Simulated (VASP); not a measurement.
# GaN in VASP: notebook

The runs below take GaN through single point, with PBE.

All numbers are computed with VASP 6.6.1; they aren't measurements. Logs are shortened: lines on timing, memory, paths and dates and some standing lists are left out, and cuts for length are marked.

### 1 The cell of the first run

Symmetry: I4/mmm, No. 139, tetragonal system. The conventional cell has a = 3.110 Å, b = 3.110 Å, c = 4.335 Å, α = 90.00°, β = 90.00°, γ = 90.00°. Ga (site symmetry 4/mmm) has 6 N at 2.17 to 2.20 Å within 2.9 Å. Within 2.9 Å of N (site symmetry 4/mmm) lie 6 Ga at 2.17 to 2.20 Å.

### 2 Single point, PBE (strain +0.030 along x and y, +0.015 along z)

Contents of INCAR:

```
ALGO = Normal ; EDIFF = 1E-6
ENCUT = 520 ; GGA = PE
ISIF = 2 ; ISMEAR = 0
LASPH = T ; LCHARG = F
LREAL = F ; LWAVE = F
NBANDS = 16 ; NELM = 100
PREC = Accurate ; SIGMA = 0.05
```

Contents of KPOINTS:

```
k-points
0
Gamma
  14 14 14
```

Contents of POSCAR:

```
GaN
1.0
    0.0000000000      2.1992920500      2.1672635250
    2.1992920500      0.0000000000      2.1672635250
    2.1992920500      2.1992920500      0.0000000000
Ga N
1 1
Direct
    0.0000000000      0.0000000000      0.0000000000
    0.5000000000      0.5000000000      0.5000000000
```

Potentials or basis: VASP PAW PBE potentials, release 64 (Ga_d, N).

On the command line:

```console
cat potpaw_PBE.64/Ga_d/POTCAR potpaw_PBE.64/N/POTCAR > POTCAR
mpirun -np 1 vasp_std > vasp.out
```

OUTCAR:

```text
EDIFF = 1E-6
   ENCUT = 520
   GGA = PE
   ISIF = 2
   ISMEAR = 0
   LASPH = T
   LREAL = F
   NELM = 100
   PREC = Accurate

 ion  position               nearest neighbor table
   1  0.000  0.000  0.000-   2 2.17   2 2.17   2 2.20   2 2.20   2 2.20   2 2.20
   2  0.500  0.500  0.500-   1 2.17   1 2.17   1 2.20   1 2.20   1 2.20   1 2.20

  LATTYP: Found a body centered tetragonal cell.
 ALAT       =     3.1102686447
 C/A-ratio  =     1.3936182192

  Lattice vectors:

 A1 = (   0.0000000000,  -2.1992920500,  -2.1672635250)
 A2 = (   0.0000000000,   2.1992920500,  -2.1672635250)
 A3 = (   2.1992920500,   0.0000000000,   2.1672635250)

Analysis of symmetry for initial positions (statically):
=====================================================================
 Subroutine PRICEL returns:
 Original cell was already a primitive cell.

 Routine SETGRP: Setting up the symmetry group for a
 body centered tetragonal supercell.

 Subroutine GETGRP returns: Found 16 space group operations
 (whereof 16 operations were pure point group operations)
 out of a pool of 16 trial point group operations.

The static configuration has the point symmetry D_4h.

Analysis of symmetry for dynamics (positions and initial velocities):
=====================================================================
 Subroutine PRICEL returns:
 Original cell was already a primitive cell.

 Routine SETGRP: Setting up the symmetry group for a
 body centered tetragonal supercell.

 Subroutine GETGRP returns: Found 16 space group operations
 (whereof 16 operations were pure point group operations)
 out of a pool of 16 trial point group operations.

The dynamic configuration has the point symmetry D_4h.

 Subroutine INISYM returns: Found 16 space group operations
 (whereof 16 operations are pure point group operations),
 and found     1 'primitive' translations

----------------------------------------------------------------------------------------

                                     Primitive cell

  volume of cell :      20.9656

  direct lattice vectors                    reciprocal lattice vectors
     0.000000000  2.199292050  2.167263525    -0.227345886  0.227345886  0.230705678
     2.199292050  0.000000000  2.167263525     0.227345886 -0.227345886  0.230705678
     2.199292050  2.199292050  0.000000000     0.227345886  0.227345886 -0.230705678

  length of vectors
     3.087704116  3.087704116  3.110268645     0.395723911  0.395723911  0.395723911

  position of ions in fractional coordinates (direct lattice)
     0.000000000  0.000000000  0.000000000
     0.500000000  0.500000000  0.500000000

  ion indices of the primitive-cell ions
   primitive index   ion index
                 1           1
                 2           2

----------------------------------------------------------------------------------------

 KPOINTS: k-points

Automatic generation of k-mesh.
 Grid dimensions read from file:
 generate k-points for:   14   14   14

 Generating k-lattice:

  Cartesian coordinates                     Fractional coordinates (reciprocal lattice)
    -0.016238992  0.016238992  0.016478977     0.071428571  0.000000000  0.000000000
     0.016238992 -0.016238992  0.016478977     0.000000000  0.071428571  0.000000000
     0.016238992  0.016238992 -0.016478977    -0.000000000 -0.000000000  0.071428571

  Length of vectors
     0.028265994  0.028265994  0.028265994

  Shift w.r.t. Gamma in fractional coordinates (k-lattice)
     0.000000000  0.000000000  0.000000000

 Subroutine IBZKPT returns following result:
 ===========================================

 Found    244 irreducible k-points:

 Following reciprocal coordinates:
            Coordinates               Weight
  0.000000  0.000000  0.000000      1.000000
  0.071429  0.000000  0.000000      8.000000
  0.142857 -0.000000  0.000000      8.000000
  0.214286  0.000000  0.000000      8.000000
  0.285714  0.000000  0.000000      8.000000
  0.357143 -0.000000  0.000000      8.000000
[... 16 lines left out ...]
  0.214286  0.142857  0.000000      8.000000
  0.285714  0.142857  0.000000      8.000000
 [... further k-points ...]
   k-points           NKPTS =    244   k-points in BZ     NKDIM =    244   number of bands    NBANDS=     16
   number of dos      NEDOS =    301   number of ions     NIONS =      2
   total plane-waves  NPLWV =  13824
   dimension x,y,z NGX =    24 NGY =   24 NGZ =   24
   dimension x,y,z NGXF=    48 NGYF=   48 NGZF=   48
   ions per type =               1   1
   NGX,Y,Z   is equivalent  to a cutoff of  12.92, 12.92, 12.83 a.u.
   NGXF,Y,Z  is equivalent  to a cutoff of  25.84, 25.84, 25.66 a.u.
 SYSTEM =  unknown system
   PREC   = accura    normal or accurate (medium, high low for compatibility)
   ISTART =      0    job   : 0-new  1-cont  2-samecut
   ICHARG =      2    charge: 1-file 2-atom 10-const
   ISPIN  =      1    spin polarized calculation?
   LNONCOLLINEAR =      F non collinear calculations
   LSORBIT =      F    spin-orbit coupling
   LASPH  =      T    aspherical Exc in radial PAW
   ENCUT  =  520.0 eV  38.22 Ry    6.18 a.u.   5.74  5.74  5.78*2*pi/ulx,y,z
   NELM   =    100;   NELMIN=  2; NELMDL= -5     # of ELM steps
   EDIFF  = 0.1E-05   stopping-criterion for ELM
   LREAL  =      F    real-space projection
   EDIFFG = 0.1E-04   stopping-criterion for IOM
   NSW    =      0    number of steps for IOM
   IBRION =     -1    ionic relax: 0-MD 1-quasi-New 2-CG
   NFREE  =      0    steps in history (QN), initial steepest desc. (CG)
   ISIF   =      2    stress and relaxation
   ISYM   =      2    0-nonsym 1-usesym 2-fastsym
   POTIM  = 0.5000    time-step for ionic-motion
   TEBEG  =    0.0;   TEEND  =   0.0 temperature during run
   PSTRESS=    0.0 pullay stress
   NELECT =      18.0000    total number of electrons
   NUPDOWN=      -1.0000    fix difference up-down
   EMIN   =  10.00;   EMAX   =-10.00  energy-range for DOS
   EFERMI =   0.00;   METHOD = LEGACY
   ISMEAR =     0;   SIGMA  =   0.05  broadening in eV -4-tet -1-fermi 0-gaus
   EFERMI_NEDOS =   21; number of points for ismear=-14 and -15
   IALGO  =     38    algorithm
   IMIX   =      4    mixing-type and parameters
     AMIX     =   0.40;   BMIX     =  1.00
     AMIX_MAG =   1.60;   BMIX_MAG =  1.00
  volume/ion in A,a.u.               =      10.48        70.74
  Fermi-wavevector in a.u.,A,eV,Ry     =   1.555953  2.940325 32.939568  2.420990
  Thomas-Fermi vector in A             =   2.659819
   LORBIT       =      0    0 simple, 1 ext, 2 COOP (PROOUT), +10 PAW based schemes
   GGA     = PE    functional components
   LHFCALC =     F    Hartree Fock is set to
   AEXX    =    0.0000 exact exchange contribution
   IVDW    =     0    specifies the selected vdW correction
   LEPSILON=     F    determine dielectric tensor
   LRPA    =     F    only Hartree local field effects (RPA)
 non-spin polarized calculation
 Gauss-broadening in eV      SIGMA  =   0.05
  energy-cutoff  :      520.00
  volume of cell :       20.97
 maximum number of plane-waves:       580
   NGX = 11   NGY = 11   NGZ = 11

 number of electron      17.9999995 magnetization

 Free energy of the ion-electron system (eV)
  ---------------------------------------------------
  ext. energy  EPLUGINS =         0.00000000
  ---------------------------------------------------
  free energy    TOTEN  =       -11.14559763 eV

  energy without entropy =      -11.14546229  energy(sigma->0) =      -11.14552996

 E-fermi :   6.6923     XC(G=0): -12.4935

 val. band max:        6.6537668907   @ k =   0.5000   0.0000   0.5000
 cond. band min:       6.9400122711   @ k =   0.4286   0.4286   0.0000
 fundamental gap:      0.2862453803
 Fermi energy:         6.6923332451

 k-point     1 :       0.0000    0.0000    0.0000
  band No.  band energies     occupation
      1      -9.6663      2.00000
      2      -7.3963      2.00000
      3      -7.3963      2.00000
      4      -7.3929      2.00000
      5      -7.3323      2.00000
      6      -7.3133      2.00000
[... 8 lines left out ...]
     15      20.8553      0.00000
     16      21.3958      0.00000

 k-point     2 :       0.0714    0.0000    0.0000
  band No.  band energies     occupation
      1      -9.5773      2.00000
      2      -7.3977      2.00000
      3      -7.3918      2.00000
      4      -7.3892      2.00000
      5      -7.3367      2.00000
      6      -7.3189      2.00000
[... 8 lines left out ...]
     15      21.3943      0.00000
     16      21.6149      0.00000

 k-point     3 :       0.1429   -0.0000    0.0000
  band No.  band energies     occupation
      1      -9.3156      2.00000
      2      -7.4036      2.00000
      3      -7.3903      2.00000
      4      -7.3841      2.00000
      5      -7.3381      2.00000
      6      -7.3269      2.00000
[... 8 lines left out ...]
     15      22.0739      0.00000
     16      22.1558      0.00000

 k-point     4 :       0.2143    0.0000    0.0000
  band No.  band energies     occupation
      1      -8.8984      2.00000
      2      -7.4119      2.00000
      3      -7.4117      2.00000
      4      -7.4001      2.00000
      5      -7.3159      2.00000
      6      -7.3136      2.00000
[... 8 lines left out ...]
     15      23.0222      0.00000
     16      23.0543      0.00000

 k-point     5 :       0.2857    0.0000    0.0000
  band No.  band energies     occupation
      1      -8.3650      2.00000
      2      -7.4441      2.00000
      3      -7.4350      2.00000
      4      -7.4108      2.00000
      5      -7.2852      2.00000
      6      -7.2827      2.00000
[... 8 lines left out ...]
     15      24.2567      0.00000
     16      24.2572      0.00000

 k-point     6 :       0.3571   -0.0000    0.0000
  band No.  band energies     occupation
      1      -7.8117      2.00000
      2      -7.4745      2.00000
      3      -7.4661      2.00000
      4      -7.3791      2.00000
      5      -7.2566      2.00000
      6      -7.2510      2.00000
[... 8 lines left out ...]
     15      25.7142      0.00000
     16      25.7338      0.00000

 k-point     7 :       0.4286    0.0000    0.0000
  band No.  band energies     occupation
      1      -7.5389      2.00000
      2      -7.4958      2.00000
      3      -7.4883      2.00000
      4      -7.2369      2.00000
      5      -7.2287      2.00000
      6      -7.1470      2.00000
[... 8 lines left out ...]
     15      27.3075      0.00000
     16      27.3164      0.00000

 k-point     8 :       0.5000    0.0000    0.0000
  band No.  band energies     occupation
      1      -7.5106      2.00000
      2      -7.5034      2.00000
      3      -7.4963      2.00000
      4      -7.2293      2.00000
      5      -7.2207      2.00000
      6      -6.9642      2.00000
[... 8 lines left out ...]
     15      28.3041      0.00000
     16      28.3541      0.00000

 k-point     9 :       0.0714    0.0714    0.0000
  band No.  band energies     occupation
      1      -9.5439      2.00000
      2      -7.3995      2.00000
      3      -7.3878      2.00000
      4      -7.3878      2.00000
      5      -7.3342      2.00000
      6      -7.3279      2.00000
[... 8 lines left out ...]
     15      22.4826      0.00000
     16      22.4826      0.00000
[... 172 lines left out ...]
 k-point    19 :      -0.2143    0.0714    0.0000
  band No.  band energies     occupation
      1      -8.7006      2.00000
      2      -7.4244      2.00000
      3      -7.4226      2.00000
      4      -7.3950      2.00000
      5      -7.3248      2.00000
      6      -7.2472      2.00000
[... 8 lines left out ...]
     15      22.5537      0.00000
     16      24.5845      0.00000

 k-point    20 :      -0.1429    0.0714    0.0000
  band No.  band energies     occupation
      1      -9.1355      2.00000
      2      -7.4088      2.00000
      3      -7.3913      2.00000
      4      -7.3872      2.00000
      5      -7.3560      2.00000
      6      -7.2869      2.00000
[... 8 lines left out ...]
     15      22.1056      0.00000
     16      23.5597      0.00000

 k-point    21 :      -0.0714    0.0714    0.0000
  band No.  band energies     occupation
      1      -9.4377      2.00000
      2      -7.4026      2.00000
      3      -7.3843      2.00000
      4      -7.3832      2.00000
      5      -7.3556      2.00000
      6      -7.3076      2.00000
[... 8 lines left out ...]
     15      22.0161      0.00000
     16      22.6449      0.00000

 k-point    22 :       0.1429    0.1429    0.0000
  band No.  band energies     occupation
      1      -9.2058      2.00000
      2      -7.4180      2.00000
      3      -7.3652      2.00000
      4      -7.3629      2.00000
      5      -7.3629      2.00000
      6      -7.3157      2.00000
[... 8 lines left out ...]
     15      24.6467      0.00000
     16      24.6467      0.00000

 k-point    23 :       0.2143    0.1429    0.0000
  band No.  band energies     occupation
      1      -8.9340      2.00000
      2      -7.4289      2.00000
      3      -7.3746      2.00000
      4      -7.3574      2.00000
      5      -7.3208      2.00000
      6      -7.2999      2.00000
[... 8 lines left out ...]
     15      25.1631      0.00000
     16      25.5044      0.00000

 k-point    24 :       0.2857    0.1429    0.0000
  band No.  band energies     occupation
      1      -8.5774      2.00000
      2      -7.4380      2.00000
      3      -7.3747      2.00000
      4      -7.3746      2.00000
      5      -7.2698      2.00000
      6      -7.2216      2.00000
[... 8 lines left out ...]
     15      25.3153      0.00000
     16      26.2600      0.00000

 [... further k-points ...]

------------------------ aborting loop because EDIFF is reached ----------------------------------------

  FORCE on cell =-STRESS in cart. coord.  units (eV):
  Direction    XX          YY          ZZ          XY          YZ          ZX
  --------------------------------------------------------------------------------------
  -------------------------------------------------------------------------------------
  Total       -1.6738603     -1.6738603     -1.5049519      0.0000000     -0.0000000      0.0000000
  in kB     -127.9152331   -127.9152331   -115.0073682      0.0000000     -0.0000000      0.0000000
  external PRESSURE =    -123.6126115 kB  Pullay stress =       0.0000000 kB

 VOLUME and BASIS-vectors are now :
 -----------------------------------------------------------------------------
  energy-cutoff  :      520.00
  volume of cell :       20.97
      direct lattice vectors                 reciprocal lattice vectors
     0.000000000  2.199292050  2.167263525    -0.227345886  0.227345886  0.230705678
     2.199292050  0.000000000  2.167263525     0.227345886 -0.227345886  0.230705678
     2.199292050  2.199292050  0.000000000     0.227345886  0.227345886 -0.230705678

 POSITION                                       TOTAL-FORCE (eV/Angst)
 -----------------------------------------------------------------------------------
      0.00000      0.00000      0.00000        -0.000000     -0.000000      0.000000
      2.19929      2.19929      2.16726         0.000000      0.000000      0.000000
 -----------------------------------------------------------------------------------
    total drift:                                0.000000     -0.000000     -0.000000

  FREE ENERGIE OF THE ION-ELECTRON SYSTEM (eV)
  ---------------------------------------------------
  free  energy   TOTEN  =       -11.1455976291 eV

  energy  without entropy=      -11.1454622892  energy(sigma->0) =      -11.14552996
```

Wall time 42 s (1 thread of Intel Xeon Platinum 8488C (Sapphire Rapids), shared host); peak memory 0.19 GiB.

What came out:

- Free energy: -11.1456 eV
- Pressure: -12.4 GPa
- Band gap on the k mesh: zero (band 9 reaches 6.65 eV, above the bottom of band 10 at 6.53 eV)

Caveat: the cell differs from its parent crystal (strain +0.030 along x and y, +0.015 along z).

(Part 1 of 2 ends here.)
